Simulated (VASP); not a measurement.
# W (Im-3m) in VASP: elastic constants with PBE

Aim: the elastic constants of W with PBE.

All numbers are computed with VASP 6.6.1; they aren't measurements. Logs are shortened: lines on timing, memory, paths and dates and some standing lists are left out, and cuts for length are marked.

## (1) The cell of the first run

Symmetry: Im-3m, No. 229, cubic system. Conventional cell: a = 3.184 Å, b = 3.184 Å, c = 3.184 Å, α = 90.00°, β = 90.00°, γ = 90.00°. W (site symmetry m-3m) has 14 W at 2.76 to 3.18 Å within 3.6 Å.

## (2) Elastic constants, PBE

Contents of INCAR:

```
SYSTEM = W
PREC = Accurate ; ENCUT = 600
EDIFF = 1E-8 ; ISMEAR = -1
SIGMA = 0.15 ; LREAL = .False.
LASPH = .True. ; NELM = 60
ALGO = Normal ; ISIF = 3
LWAVE = .False. ; LCHARG = .True.
GGA = PE ; IBRION = 6
NFREE = 2 ; POTIM = 0.015
NSW = 1
```

Contents of KPOINTS:

```
regular mesh
0
Gamma
  18 18 18
  0 0 0
```

Contents of POSCAR:

```
W
1.0
   -1.5920078500      1.5920078500      1.5920078500
    1.5920078500     -1.5920078500      1.5920078500
    1.5920078500      1.5920078500     -1.5920078500
W
1
Direct
    0.0000000000      0.0000000000      0.0000000000
```

Potentials or basis: VASP PAW PBE potentials, release 64 (W_sv).

The run is started by

```
$ cat potpaw_PBE.64/W_sv/POTCAR > POTCAR
$ mpirun -np 1 vasp_std > vasp.out
```

OUTCAR:

```text
SYSTEM = W
   PREC = Accurate
   ENCUT = 600
   EDIFF = 1E-8
   ISMEAR = -1
   LREAL = .False.
   LASPH = .True.
   NELM = 60
   ISIF = 3
   GGA = PE
   IBRION = 6
   NFREE = 2
   POTIM = 0.015
   NSW = 1

 ion  position               nearest neighbor table
   1  0.000  0.000  0.000-

  LATTYP: Found a body centered cubic cell.
 ALAT       =     3.1840157000

  Lattice vectors:

 A1 = (  -1.5920078500,   1.5920078500,   1.5920078500)
 A2 = (   1.5920078500,  -1.5920078500,   1.5920078500)
 A3 = (   1.5920078500,   1.5920078500,  -1.5920078500)

Analysis of symmetry for initial positions (statically):
=====================================================================
 Subroutine PRICEL returns:
 Original cell was already a primitive cell.

 Routine SETGRP: Setting up the symmetry group for a
 body centered cubic supercell.

 Subroutine GETGRP returns: Found 48 space group operations
 (whereof 48 operations were pure point group operations)
 out of a pool of 48 trial point group operations.

The static configuration has the point symmetry O_h .

Analysis of symmetry for dynamics (positions and initial velocities):
=====================================================================
 Subroutine PRICEL returns:
 Original cell was already a primitive cell.

 Routine SETGRP: Setting up the symmetry group for a
 body centered cubic supercell.

 Subroutine GETGRP returns: Found 48 space group operations
 (whereof 48 operations were pure point group operations)
 out of a pool of 48 trial point group operations.

The dynamic configuration has the point symmetry O_h .

 Subroutine INISYM returns: Found 48 space group operations
 (whereof 48 operations are pure point group operations),
 and found     1 'primitive' translations

----------------------------------------------------------------------------------------

                                     Primitive cell

  volume of cell :      16.1397

[... 339 lines left out ...]
      9      13.4049      0.00000
     10      13.4049      0.00000
     11      25.6601      0.00000
[... 309 lines left out ...]
 k-point    24 :       0.3889    0.1111    0.0000
  band No.  band energies     occupation
      1     -62.8954      2.00000
      2     -27.7458      2.00000
      3     -27.0358      2.00000
      4     -26.6673      2.00000
      5       5.4522      2.00000
      6       7.8507      2.00000
      7      10.5704      1.96398
      8      13.1706      0.00000
      9      14.4643      0.00000
     10      17.4555      0.00000
     11      21.8537      0.00000

 [... further k-points ...]

------------------------ aborting loop because EDIFF is reached ----------------------------------------

  FORCE on cell =-STRESS in cart. coord.  units (eV):
  Direction    XX          YY          ZZ          XY          YZ          ZX
  --------------------------------------------------------------------------------------
  -------------------------------------------------------------------------------------
  Total        0.0583420      0.0583420      0.0583420      0.0000000      0.0000000      0.0000000
  in kB        5.7915701      5.7915701      5.7915701      0.0000000      0.0000000      0.0000000
  external PRESSURE =       5.7915701 kB  Pullay stress =       0.0000000 kB
[... 16 lines left out ...]
  FREE ENERGIE OF THE ION-ELECTRON SYSTEM (eV)
  ---------------------------------------------------
  free  energy   TOTEN  =       -12.9703643255 eV

  energy  without entropy=      -12.9322943370  energy(sigma->0) =      -12.95132933

 INTERNAL STRAIN TENSORS FROM STRAINED CELLS
 ============================================

 INTERNAL STRAIN TENSOR FOR ION    1 for displacements in x,y,z  (eV/Angst):
          X           Y           Z          XY          YZ          ZX
  --------------------------------------------------------------------------------
  x     0.00000    -0.00000    -0.00000     0.00000     0.00000     0.00000
  y    -0.00000     0.00000     0.00000     0.00000     0.00000     0.00000
  z    -0.00000    -0.00000    -0.00000     0.00000     0.00000    -0.00000

 INTERNAL STRAIN TENSORS FROM DISPLACED ATOMS
 ============================================

 INTERNAL STRAIN TENSOR FOR ION    1 for displacements in x,y,z  (eV/Angst):
          X           Y           Z          XY          YZ          ZX
  --------------------------------------------------------------------------------
  x     0.00000     0.00000     0.00000     0.00000     0.00000     0.00000
  y     0.00000     0.00000     0.00000     0.00000     0.00000     0.00000
  z     0.00000     0.00000     0.00000     0.00000     0.00000     0.00000

 Eigenvectors and eigenvalues of the dynamical matrix
 ----------------------------------------------------

   1 f/i=    0.000000 THz     0.000000 2PiTHz    0.000000 cm-1     0.000000 meV
             X         Y         Z           dx          dy          dz
      0.000000  0.000000  0.000000    -0.141421   -0.989949    0.000000

   2 f/i=    0.000000 THz     0.000000 2PiTHz    0.000000 cm-1     0.000000 meV
             X         Y         Z           dx          dy          dz
      0.000000  0.000000  0.000000     0.989949   -0.141421    0.000000

   3 f/i=    0.000000 THz     0.000000 2PiTHz    0.000000 cm-1     0.000000 meV
             X         Y         Z           dx          dy          dz
      0.000000  0.000000  0.000000     0.000000    0.000000    1.000000

--------------------------------------------------------------------------------------------------------

 ELASTIC MODULI CONTR FROM IONIC RELAXATION (kBar)
 Direction    XX          YY          ZZ          XY          YZ          ZX
 --------------------------------------------------------------------------------
 XX           0.0000      0.0000      0.0000      0.0000      0.0000      0.0000
 YY           0.0000      0.0000      0.0000      0.0000      0.0000      0.0000
 ZZ           0.0000      0.0000      0.0000      0.0000      0.0000      0.0000
 XY           0.0000      0.0000      0.0000      0.0000      0.0000      0.0000
 YZ           0.0000      0.0000      0.0000      0.0000      0.0000      0.0000
 ZX           0.0000      0.0000      0.0000      0.0000      0.0000      0.0000
 --------------------------------------------------------------------------------

 TOTAL ELASTIC MODULI (kBar)
 Direction    XX          YY          ZZ          XY          YZ          ZX
 --------------------------------------------------------------------------------
 XX        5082.0339   2057.2153   2057.2153      0.0000      0.0000      0.0000
 YY        2057.2153   5082.0339   2057.2153      0.0000      0.0000      0.0000
 ZZ        2057.2153   2057.2153   5082.0339      0.0000      0.0000     -0.0000
 XY           0.0000      0.0000      0.0000   1418.0493     -0.0000      0.0000
 YZ           0.0000      0.0000      0.0000     -0.0000   1418.0493      0.0000
 ZX           0.0000      0.0000     -0.0000      0.0000      0.0000   1418.0493
 --------------------------------------------------------------------------------
```

Run time: 16 min. Hardware: 1 thread of Intel Xeon Platinum 8259CL at 2.50GHz (Skylake/Cascade Lake), shared host; peak memory 0.67 GiB.

Results:

```
Elastic constants C11, C12, C44 : 508, 206, 142 GPa
Voigt bulk modulus              : 307 GPa
```

Elastic tensor in Voigt notation (GPa, in the Cartesian axes of the cell as first typed):
```
508 206 206   0   0   0
206 508 206   0   0   0
206 206 508   0   0   0
  0   0   0 142   0   0
  0   0   0   0 142   0
  0   0   0   0   0 142
```

Clamped-ion elastic tensor (GPa):
```
508 206 206   0   0   0
206 508 206   0   0   0
206 206 508   0   0   0
  0   0   0 142   0   0
  0   0   0   0 142   0
  0   0   0   0   0 142
```

Caveat: spin-orbit coupling is left out, which moves the levels of the heavy elements.
